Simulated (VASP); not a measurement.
Set up this calculation in VASP 6.6.1, as the native input.

| Item | Value |
| --- | --- |
| Task | single point |
| Functional | LDA |
| Potentials or basis | VASP PAW LDA potentials, release 64 (V_sv, O) |
| Cutoff | 600 eV |
| k mesh | 5 × 5 × 8 |
| Occupations | fermi-dirac, width 0.1 eV |
| Spin | collinear spin, ferromagnetic start |
| Starting moments | [2.0, 2.0, 0.0, 0.0, 0.0, 0.0] μB |
| Hubbard terms | V d U = 3.25 eV |
| Dipole correction | no |
| Further INCAR settings | ALGO = Normal; EDIFF = 1e-06; NBANDS = 38 |

The structure of VO2 lies in POSCAR:

```
VO2
1.0
    4.5983000000      0.0000000000      0.0000000000
    0.0000000000      4.5983000000      0.0000000000
    0.0000000000      0.0000000000      2.8514000000
V O
2 4
Direct
    0.0000000000      0.0000000000      0.0000000000
    0.5000000000      0.5000000000      0.5000000000
    0.6999000000      0.6999000000      0.0000000000
    0.8001000000      0.1999000000      0.5000000000
    0.3001000000      0.3001000000      0.0000000000
    0.1999000000      0.8001000000      0.5000000000
```

The input as run:

INCAR

```
  ALGO = Normal
  EDIFF = 1E-6
  ENCUT = 600
  GGA = CA
  GGA_COMPAT = False
  ISIF = 2
  ISMEAR = -1
  ISPIN = 2
  LASPH = True
  LCHARG = True
  LDAU = True
  LDAUJ = 0 0
  LDAUL = 2 -1
  LDAUPRINT = 1
  LDAUTYPE = 2
  LDAUU = 3.25 0
  LELF = True
  LMAXMIX = 4
  LORBIT = 11
  LREAL = False
  LVHAR = True
  LWAVE = False
  MAGMOM = 2 2 0 0 0 0
  NBANDS = 38
  NELM = 200
  PREC = Accurate
  SIGMA = 0.1
```

KPOINTS

```
k-points
0
Gamma
  5 5 8
```

Potentials or basis: VASP PAW LDA potentials, release 64 (V_sv, O).

The run is started by

```bash
$ cat potpaw_LDA.64/V_sv/POTCAR potpaw_LDA.64/O/POTCAR > POTCAR
$ mpirun -np 1 vasp_std > vasp.out
```

Results of the run:

| Quantity | Value |
| --- | --- |
| Pressure | -10.1 GPa |
| Largest force | 0.064 eV/Å |
| Band gap on the k mesh | zero (filled and empty bands overlap) |
| Net moment | 2.00 μB per cell |
| Site moments | V +1.14; O -0.10 μB |
| Valence electrons inside the program's atomic spheres | V 11.46; O 5.02 |

Caveat: the cell stands under tension.

It took 9.7 min on 1 thread of Intel(R) Xeon(R) Platinum 8259CL CPU @ 2.50GHz (Skylake/Cascade Lake) (shared host), peak memory 0.26 GiB.
